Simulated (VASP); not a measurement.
# TiO2 (I4_1/amd) in VASP: notebook

Aim: see how the results for TiO2 move with the level of theory and the settings. Levels: BLYP, revPBE, PBEsol, RPBE. Tasks: single point.

Everything below comes from runs of VASP 6.6.1. Logs are shortened: lines on timing, memory, paths and dates and some standing lists are left out, and cuts for length are marked.

## (1) The cell of the first run

The structure is tetragonal, space group I4_1/amd (No. 141). The conventional cell has a = 3.784 Å, b = 3.784 Å, c = 9.515 Å, α = 90.00°, β = 90.00°, γ = 90.00°. Ti (site symmetry -4m2) has 6 O at 1.93 to 1.98 Å within 2.6 Å. Within 2.6 Å of O (site symmetry 2mm) lie 3 Ti at 1.93 to 1.98 Å and 2 O at 2.47 Å.

## (2) Single point, BLYP

Input file INCAR:

```
SYSTEM = TiO2
AGGAC    = 1.0          
AGGAX    = 1.0          
ALDAC    = 0.0          
ALDAX    = 1.0          
ALGO     = Normal         ! electronic algorithm
EDIFF    = 1E-6           ! SCF threshold, eV
ENCUT    = 600            ! plane-wave cutoff, eV
GGA      = B5             ! functional
GGA_COMPAT= .FALSE.      
ISIF     = 2              ! what is computed and relaxed
ISMEAR   = 0              ! smearing method
LASPH    = .TRUE.         ! aspherical terms in the spheres
LCHARG   = .FALSE.        ! write CHGCAR
LREAL    = .FALSE.        ! projectors in reciprocal space
LWAVE    = .FALSE.        ! write WAVECAR
NBANDS   = 33             ! bands
NELM     = 120            ! most SCF steps
PREC     = Accurate       ! precision mode
SIGMA    = 0.01           ! smearing width, eV
```

Input file KPOINTS:

```
k-points
0
G
  9 9 9
  0 0 0
```

Input file POSCAR:

```
TiO2
1.0
   -1.8921000000      1.8921000000      4.7573000000
    1.8921000000     -1.8921000000      4.7573000000
    1.8921000000      1.8921000000     -4.7573000000
Ti O
2 4
Direct
    0.0000000000      1.0000000000      0.0000000000
    0.7500000000      0.2500000000      0.5000000000
    0.2081000000      0.2081000000      0.0000000000
    0.7919000000      0.7919000000      0.0000000000
   -0.0419000000      0.4581000000      0.5000000000
    0.5419000000      1.0419000000      0.5000000000
```

Potentials or basis: VASP PAW PBE potentials, release 64 (Ti_sv, O).

Command:

```sh
> cat potpaw_PBE.64/Ti_sv/POTCAR potpaw_PBE.64/O/POTCAR > POTCAR
> mpirun -np 1 vasp_std > vasp.out
```

OUTCAR:

```text
SYSTEM = TiO2
   EDIFF = 1E-6
   ENCUT = 600
   GGA = B5
   ISIF = 2
   ISMEAR = 0
   LASPH = .TRUE.
   LREAL = .FALSE.
   NELM = 120
   PREC = Accurate

 ion  position               nearest neighbor table
   1  0.000  0.000  0.000-   6 1.93   5 1.93   6 1.93   5 1.93   4 1.98   3 1.98
   2  0.750  0.250  0.500-   4 1.93   3 1.93   4 1.93   3 1.93   5 1.98   6 1.98
   3  0.208  0.208  0.000-   2 1.93   2 1.93   1 1.98
   4  0.792  0.792  0.000-   2 1.93   2 1.93   1 1.98
   5  0.958  0.458  0.500-   1 1.93   1 1.93   2 1.98
   6  0.542  0.042  0.500-   1 1.93   1 1.93   2 1.98

  LATTYP: Found a body centered tetragonal cell.
 ALAT       =     3.7842000000
 C/A-ratio  =     2.5142962846

  Lattice vectors:

 A1 = (  -1.8921000000,   1.8921000000,   4.7573000000)
 A2 = (   1.8921000000,  -1.8921000000,   4.7573000000)
 A3 = (   1.8921000000,   1.8921000000,  -4.7573000000)

Analysis of symmetry for initial positions (statically):
=====================================================================
 Subroutine PRICEL returns:
 Original cell was already a primitive cell.

 Routine SETGRP: Setting up the symmetry group for a
 body centered tetragonal supercell.

 Subroutine GETGRP returns: Found 16 space group operations
 (whereof  8 operations were pure point group operations)
 out of a pool of 16 trial point group operations.

The static configuration has the point symmetry D_2d.
 The point group associated with its full space group is D_4h.

Analysis of symmetry for dynamics (positions and initial velocities):
=====================================================================
 Subroutine PRICEL returns:
 Original cell was already a primitive cell.

 Routine SETGRP: Setting up the symmetry group for a
 body centered tetragonal supercell.

 Subroutine GETGRP returns: Found 16 space group operations
 (whereof  8 operations were pure point group operations)
 out of a pool of 16 trial point group operations.

The dynamic configuration has the point symmetry D_2d.
 The point group associated with its full space group is D_4h.

 Subroutine INISYM returns: Found 16 space group operations
 (whereof  8 operations are pure point group operations),
 and found     1 'primitive' translations

----------------------------------------------------------------------------------------

                                     Primitive cell

  volume of cell :      68.1253

  direct lattice vectors                    reciprocal lattice vectors
    -1.892100000  1.892100000  4.757300000     0.000000000  0.264256646  0.105101633
     1.892100000 -1.892100000  4.757300000     0.264256646  0.000000000  0.105101633
     1.892100000  1.892100000 -4.757300000     0.264256646  0.264256646  0.000000000

  length of vectors
     5.458203744  5.458203744  5.458203744     0.284390450  0.284390450  0.373715333

  position of ions in fractional coordinates (direct lattice)
     0.000000000  0.000000000  0.000000000
     0.750000000  0.250000000  0.500000000
     0.208100000  0.208100000  0.000000000
     0.791900000  0.791900000  0.000000000
     0.958100000  0.458100000  0.500000000
     0.541900000  0.041900000  0.500000000

  ion indices of the primitive-cell ions
   primitive index   ion index
                 1           1
                 2           2
                 3           3
                 4           4
                 5           5
                 6           6

----------------------------------------------------------------------------------------

 KPOINTS: k-points

Automatic generation of k-mesh.
 Grid dimensions read from file:
 generate k-points for:    9    9    9

 Generating k-lattice:

  Cartesian coordinates                     Fractional coordinates (reciprocal lattice)
     0.000000000  0.029361850  0.011677959     0.111111111  0.000000000 -0.000000000
     0.029361850  0.000000000  0.011677959     0.000000000  0.111111111 -0.000000000
     0.029361850  0.029361850  0.000000000     0.000000000  0.000000000  0.111111111

  Length of vectors
     0.031598939  0.031598939  0.041523926

  Shift w.r.t. Gamma in fractional coordinates (k-lattice)
     0.000000000  0.000000000  0.000000000

 Subroutine IBZKPT returns following result:
 ===========================================

 Found     75 irreducible k-points:

 Following reciprocal coordinates:
            Coordinates               Weight
  0.000000  0.000000  0.000000      1.000000
  0.111111  0.000000  0.000000      8.000000
  0.222222  0.000000  0.000000      8.000000
  0.333333  0.000000  0.000000      8.000000
  0.444444  0.000000  0.000000      8.000000
  0.111111  0.111111  0.000000      8.000000
[... 16 lines left out ...]
 -0.333333  0.333333  0.000000      4.000000
  0.444444  0.444444  0.000000      8.000000
 [... further k-points ...]
   k-points           NKPTS =     75   k-points in BZ     NKDIM =     75   number of bands    NBANDS=     33
[... 40 lines left out ...]
  Thomas-Fermi vector in A             =   2.573634
   LORBIT       =      0    0 simple, 1 ext, 2 COOP (PROOUT), +10 PAW based schemes
   GGA     = B5    functional components
   LHFCALC =     F    Hartree Fock is set to
   AEXX    =    0.0000 exact exchange contribution
   IVDW    =     0    specifies the selected vdW correction
   LEPSILON=     F    determine dielectric tensor
   LRPA    =     F    only Hartree local field effects (RPA)
 non-spin polarized calculation
 Gauss-broadening in eV      SIGMA  =   0.01
  energy-cutoff  :      600.00
  volume of cell :       68.13
 maximum number of plane-waves:      2299
 NGX is ok and might be reduce to    48
   NGX = 21   NGY = 21   NGZ = 21

 number of electron      47.9999997 magnetization

 Free energy of the ion-electron system (eV)
  ---------------------------------------------------
  ext. energy  EPLUGINS =         0.00000000
  ---------------------------------------------------
  free energy    TOTEN  =       -51.64601226 eV

  energy without entropy =      -51.64601226  energy(sigma->0) =      -51.64601226

 E-fermi :   3.8271     XC(G=0): -10.3260

 val. band max:        3.6890413848   @ k =  -0.4444   0.4444   0.0000
 cond. band min:       5.7782038301   @ k =   0.0000   0.0000   0.0000
 fundamental gap:      2.0891624454
 Fermi energy:         3.8270805768

 k-point     1 :       0.0000    0.0000    0.0000
  band No.  band energies     occupation
      1     -52.5431      2.00000
      2     -52.4822      2.00000
      3     -29.1503      2.00000
      4     -28.9076      2.00000
      5     -28.9076      2.00000
      6     -28.8371      2.00000
[... 25 lines left out ...]
     32       8.9175      0.00000
     33       8.9231      0.00000

 k-point     2 :       0.1111    0.0000    0.0000
  band No.  band energies     occupation
      1     -52.5415      2.00000
      2     -52.4833      2.00000
      3     -29.1468      2.00000
      4     -28.9236      2.00000
      5     -28.9087      2.00000
      6     -28.8435      2.00000
[... 25 lines left out ...]
     32       9.0091      0.00000
     33       9.2724      0.00000

 k-point     3 :       0.2222    0.0000    0.0000
  band No.  band energies     occupation
      1     -52.5370      2.00000
      2     -52.4864      2.00000
      3     -29.1381      2.00000
      4     -28.9622      2.00000
      5     -28.9115      2.00000
      6     -28.8578      2.00000
[... 25 lines left out ...]
     32       9.3633      0.00000
     33       9.7495      0.00000

 k-point     4 :       0.3333    0.0000    0.0000
  band No.  band energies     occupation
      1     -52.5311      2.00000
      2     -52.4908      2.00000
      3     -29.1282      2.00000
      4     -29.0051      2.00000
      5     -28.9142      2.00000
      6     -28.8695      2.00000
[... 673 lines left out ...]
     32      10.3766      0.00000
     33      10.8292      0.00000

 k-point    23 :      -0.3333    0.3333    0.0000
  band No.  band energies     occupation
      1     -52.5244      2.00000
      2     -52.4940      2.00000
      3     -29.1373      2.00000
      4     -29.0409      2.00000
      5     -28.9506      2.00000
      6     -28.9179      2.00000
[... 25 lines left out ...]
     32      10.4983      0.00000
     33      10.6354      0.00000

 k-point    24 :       0.4444    0.4444    0.0000
  band No.  band energies     occupation
      1     -52.5091      2.00000
      2     -52.5073      2.00000
      3     -29.1063      2.00000
      4     -29.1023      2.00000
      5     -28.9546      2.00000
      6     -28.9496      2.00000
[... 25 lines left out ...]
     32      10.1491      0.00000
     33      11.0861      0.00000

 [... further k-points ...]

------------------------ aborting loop because EDIFF is reached ----------------------------------------

  FORCE on cell =-STRESS in cart. coord.  units (eV):
  Direction    XX          YY          ZZ          XY          YZ          ZX
  --------------------------------------------------------------------------------------
  -------------------------------------------------------------------------------------
  Total        4.4222836      4.4222836      5.2683191      0.0000000      0.0000000      0.0000000
  in kB      104.0036236    104.0036236    123.9007550      0.0000000      0.0000000      0.0000000
  external PRESSURE =     110.6360007 kB  Pullay stress =       0.0000000 kB

 VOLUME and BASIS-vectors are now :
 -----------------------------------------------------------------------------
  energy-cutoff  :      600.00
  volume of cell :       68.13
      direct lattice vectors                 reciprocal lattice vectors
    -1.892100000  1.892100000  4.757300000     0.000000000  0.264256646  0.105101633
     1.892100000 -1.892100000  4.757300000     0.264256646  0.000000000  0.105101633
     1.892100000  1.892100000 -4.757300000     0.264256646  0.264256646  0.000000000

 POSITION                                       TOTAL-FORCE (eV/Angst)
 -----------------------------------------------------------------------------------
      0.00000      0.00000      0.00000         0.000000      0.000000      0.000000
      0.00000      1.89210      2.37865         0.000000      0.000000      0.000000
      0.00000      0.00000      1.97999        -0.000000      0.000000      0.219443
      0.00000      0.00000      7.53461        -0.000000      0.000000     -0.219443
      0.00000      1.89210      4.35864         0.000000     -0.000000      0.219443
      0.00000      1.89210      0.39866         0.000000     -0.000000     -0.219443
 -----------------------------------------------------------------------------------
    total drift:                                0.000000     -0.000000     -0.000000

  FREE ENERGIE OF THE ION-ELECTRON SYSTEM (eV)
  ---------------------------------------------------
  free  energy   TOTEN  =       -51.6460122576 eV

  energy  without entropy=      -51.6460122576  energy(sigma->0) =      -51.64601226
```

Wall time 3.7 min (1 thread of Intel Xeon 6975P-C (Granite Rapids), shared host); peak memory 0.41 GiB.

Results:

- Free energy: -51.6460 eV
- Pressure: 11.1 GPa
- Largest force: 0.219 eV/Å
- Band gap on the k mesh: 2.09 eV (least direct gap 2.44 eV)

Forces in eV/Å, atoms in the order of the input:
```
Ti   0.000  0.000  0.000
Ti   0.000  0.000  0.000
O    0.000  0.000  0.219
O    0.000  0.000 -0.219
O    0.000  0.000  0.219
O    0.000  0.000 -0.219
```

Stress tensor (GPa, compression positive):
```
10.40  0.00  0.00
 0.00 10.40  0.00
 0.00  0.00 12.39
```

Levels at points of the mesh, in eV from the valence-band top:
| k point | band 22 | band 23 | band 24 | band 25 | band 26 | band 27 |
| --- | --- | --- | --- | --- | --- | --- |
| (0.00, 0.00, 0.00) | -0.77 | -0.48 | -0.48 | 2.09 | 2.80 | 3.93 |

Caveat: the cell stands under pressure; the PAW data sets were made with another functional, which shifts forces and pressure a little; an odd mesh through Γ misses points on the zone boundary, where band edges can lie.

## (3) Single point, revPBE

Input file INCAR:

```
SYSTEM = TiO2
ALGO     = Normal         ! electronic algorithm
EDIFF    = 1E-6           ! SCF threshold, eV
ENCUT    = 600            ! plane-wave cutoff, eV
GGA      = RE             ! functional
GGA_COMPAT= .False.      
ISIF     = 2              ! what is computed and relaxed
ISMEAR   = 0              ! smearing method
LASPH    = .True.         ! aspherical terms in the spheres
LCHARG   = .False.        ! write CHGCAR
LREAL    = .False.        ! projectors in reciprocal space
LWAVE    = .False.        ! write WAVECAR
NBANDS   = 33             ! bands
NELM     = 120            ! most SCF steps
PREC     = Accurate       ! precision mode
SIGMA    = 0.01           ! smearing width, eV
```

Input file KPOINTS:

```
k-points
0
Gamma
  9 9 9
  0 0 0
```

POSCAR is that of step 2.

Potentials or basis: VASP PAW PBE potentials, release 64 (Ti_sv, O).

Command:

```sh
> cat potpaw_PBE.64/Ti_sv/POTCAR potpaw_PBE.64/O/POTCAR > POTCAR
> mpirun -np 1 vasp_std > vasp.out
```

It took 3 min on 1 thread of Intel Xeon 6975P-C (Granite Rapids), shared host; peak memory 0.41 GiB.

The run converged. Its results:

```
Free energy            : -51.7118 eV
Pressure               : 9.0 GPa
Largest force          : 0.171 eV/Å
Band gap on the k mesh : 2.13 eV (least direct gap 2.48 eV)
```

Forces on the atoms (eV/Å):
```
Ti   0.000  0.000  0.000
Ti   0.000  0.000  0.000
O    0.000  0.000  0.171
O    0.000  0.000 -0.171
O    0.000  0.000  0.171
O    0.000  0.000 -0.171
```

Stress tensor (GPa, compression positive):
```
8.52 0.00 0.00
0.00 8.52 0.00
0.00 0.00 9.94
```

Levels at points of the mesh, in eV from the valence-band top:
```tsv
k point	band 21	band 22	band 23	band 24	band 25	band 26	band 27	band 28
(0.00, 0.00, 0.00)	-0.76	-0.76	-0.48	-0.48	2.13	2.86	4.00	4.00
```

Caveat: the cell stands under pressure; the PAW data sets were made with another functional, which shifts forces and pressure a little; an odd mesh through Γ misses points on the zone boundary, where band edges can lie. As with any semilocal functional, this revPBE gap is likely too small.

## (4) Single point, PBEsol

Input file INCAR:

```
SYSTEM = TiO2
ALGO     = Normal         ! electronic algorithm
EDIFF    = 1E-6           ! SCF threshold, eV
ENCUT    = 600            ! plane-wave cutoff, eV
GGA      = PS             ! functional
GGA_COMPAT= .FALSE.      
ISIF     = 2              ! what is computed and relaxed
ISMEAR   = 0              ! smearing method
LASPH    = .TRUE.         ! aspherical terms in the spheres
LCHARG   = .TRUE.         ! write CHGCAR
LELF     = .TRUE.         ! ELF
LREAL    = .FALSE.        ! projectors in reciprocal space
LVHAR    = .TRUE.       
LWAVE    = .FALSE.        ! write WAVECAR
NBANDS   = 33             ! bands
NELM     = 120            ! most SCF steps
PREC     = Accurate       ! precision mode
SIGMA    = 0.01           ! smearing width, eV
```

Input file KPOINTS:

```
k-points
0
G
  9 9 9
  0 0 0
```

POSCAR is that of step 3.

Command:

```sh
> cat potpaw_PBE.64/Ti_sv/POTCAR potpaw_PBE.64/O/POTCAR > POTCAR
> mpirun -np 1 vasp_std > vasp.out
```

Run time: 3.2 min. Hardware: 1 thread of Intel Xeon 6975P-C (Granite Rapids), shared host; peak memory 0.41 GiB.

The run converged. Its results:

```yaml
Free_energy: -56.2254 eV
Pressure: -0.5 GPa
Largest_force: 0.011 eV/Å
Band_gap_on_the_k_mesh: 2.05 eV (least direct gap 2.40 eV)
```

Forces in eV/Å, atoms in the order of the input:
```
Ti   0.000  0.000  0.000
Ti   0.000  0.000  0.000
O    0.000  0.000  0.011
O    0.000  0.000 -0.011
O    0.000  0.000  0.011
O    0.000  0.000 -0.011
```

Stress tensor (GPa, compression positive):
```
-0.88  0.00  0.00
 0.00 -0.88  0.00
 0.00  0.00  0.12
```

Levels at points of the mesh, in eV from the valence-band top:
```tsv
k point	band 22	band 23	band 24	band 25	band 26	band 27
(0.00, 0.00, 0.00)	-0.77	-0.49	-0.49	2.05	2.81	3.96
```

Caveat: the PAW data sets were made with another functional, which shifts forces and pressure a little; an odd mesh through Γ misses points on the zone boundary, where band edges can lie. Expect the measured gap to be larger: semilocal functionals such as PBEsol lack the derivative discontinuity.

## (5) Single point, RPBE

Input file INCAR:

```
SYSTEM = TiO2
  PREC = Accurate
  ENCUT = 600
  EDIFF = 1E-6
  ISMEAR = 0
  SIGMA = 0.01
  LREAL = .FALSE.
  LASPH = .TRUE.
  NELM = 120
  ALGO = Normal
  ISIF = 2
  LWAVE = .FALSE.
  LCHARG = .FALSE.
  GGA = RP
  NBANDS = 33
  GGA_COMPAT = .FALSE.
```

Input file KPOINTS:

```
Automatic mesh
0
G
  9 9 9
  0 0 0
```

POSCAR is that of step 4.

Command:

```sh
> cat potpaw_PBE.64/Ti_sv/POTCAR potpaw_PBE.64/O/POTCAR > POTCAR
> mpirun -np 1 vasp_std > vasp.out
```

Wall time 3.1 min (1 thread of Intel Xeon 6975P-C (Granite Rapids), shared host); peak memory 0.41 GiB.

Results (log left out):

```yaml
Free_energy: -51.3817 eV
Pressure: 10.2 GPa
Largest_force: 0.189 eV/Å
Band_gap_on_the_k_mesh: 2.14 eV (least direct gap 2.49 eV)
```

Forces in eV/Å, atoms in the order of the input:
```
Ti   0.000  0.000  0.000
Ti   0.000  0.000  0.000
O    0.000  0.000  0.189
O    0.000  0.000 -0.189
O    0.000  0.000  0.189
O    0.000  0.000 -0.189
```

Stress tensor (GPa, compression positive):
```
 9.69  0.00  0.00
 0.00  9.69  0.00
 0.00  0.00 11.16
```

Levels at points of the mesh, in eV from the valence-band top:
| k point | band 21 | band 22 | band 23 | band 24 | band 25 | band 26 | band 27 | band 28 |
| --- | --- | --- | --- | --- | --- | --- | --- | --- |
| (0.00, 0.00, 0.00) | -0.76 | -0.76 | -0.47 | -0.47 | 2.14 | 2.87 | 4.01 | 4.01 |

Caveat: the cell stands under pressure; the PAW data sets were made with another functional, which shifts forces and pressure a little; an odd mesh through Γ misses points on the zone boundary, where band edges can lie.

## (6) Summary

| level | gap on the mesh (eV) | pressure (GPa) | largest force (eV/Å) |
| --- | --- | --- | --- |
| BLYP | 2.09 | 11.1 | 0.22 |
| revPBE | 2.13 | 9.0 | 0.17 |
| PBEsol | 2.05 | -0.5 | 0.01 |
| RPBE | 2.14 | 10.2 | 0.19 |

Alike in all rows: task single point; potentials or basis VASP PAW PBE potentials, release 64 (Ti_sv, O); no spin polarisation; cell as given; k mesh 9 × 9 × 9; cutoff (eV) 600; smearing gaussian 0.01 eV.

On the cell as given the gap runs from 2.05 eV (PBEsol) to 2.14 eV (RPBE). The pressure there spans -0.5 GPa (PBEsol) to 11.1 GPa (BLYP); a positive pressure means that this level wants a larger cell, a negative one a smaller.

Caveats: the PAW data sets were made with another functional, which shifts forces and pressure a little; an odd mesh through Γ misses points on the zone boundary, where band edges can lie; the cell stands under pressure (at least some runs).

Total energies depend on the potentials used, so only differences within one code and one set of settings carry meaning.
